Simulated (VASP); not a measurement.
BaTiO3:

```
Ba Ti O
1.0
     3.72890   -0.42193    0.02237
    -0.28447    3.27547    3.11008
     0.31643   -2.75371    2.58992
Ba Ti O
1 1 3
Direct
  0.00364 0.99727 0.99850
  0.50025 0.51161 0.51018
  0.99835 0.49282 0.49504
  0.49991 0.50154 0.99454
  0.49786 0.99299 0.49796
```

Base run:

* Program: VASP 6.6.1
* Functional: PBE
* Potentials or basis: VASP PAW PBE potentials, release 64 (Ba_sv, Ti_sv, O)
* Cutoff: 520 eV
* k mesh: 7 × 6 × 7
* Occupations: fermi-dirac, width 0.05 eV
* Spin: no spin polarisation
* Hubbard terms: Ti d U = 6.0 eV

Its results: band gap on the k mesh 1.10 eV (least direct gap 1.19 eV); pressure 25.4 GPa; largest force 0.957 eV/Å.

After a change of settings the same cell gave: band gap on the k mesh 1.32 eV (least direct gap 1.41 eV); pressure 27.3 GPa; largest force 1.153 eV/Å. Which change was it?
A. hubbard terms from Ti d U = 6.0 eV to Ti d U = 5.0 eV
B. k mesh from 7 × 6 × 7 to 6 × 5 × 6; hubbard terms from Ti d U = 6.0 eV to none
C. hubbard terms from Ti d U = 6.0 eV to Ti d U = 4.0 eV; further incar settings from ALGO = Normal; EDIFF = 1e-06; NBANDS = 28 to ALGO = Normal; EDIFF = 1e-07; NBANDS = 28
D. hubbard terms from Ti d U = 6.0 eV to Ti d U = 8.0 eV

D.

Caveats: the cell stands under pressure; spin-orbit coupling is left out, which moves the levels of the heavy elements; an odd mesh through Γ misses points on the zone boundary, where band edges can lie; forces of over 1 eV/Å act on the atoms, so gaps and moduli don't describe the material at rest (at least some runs).
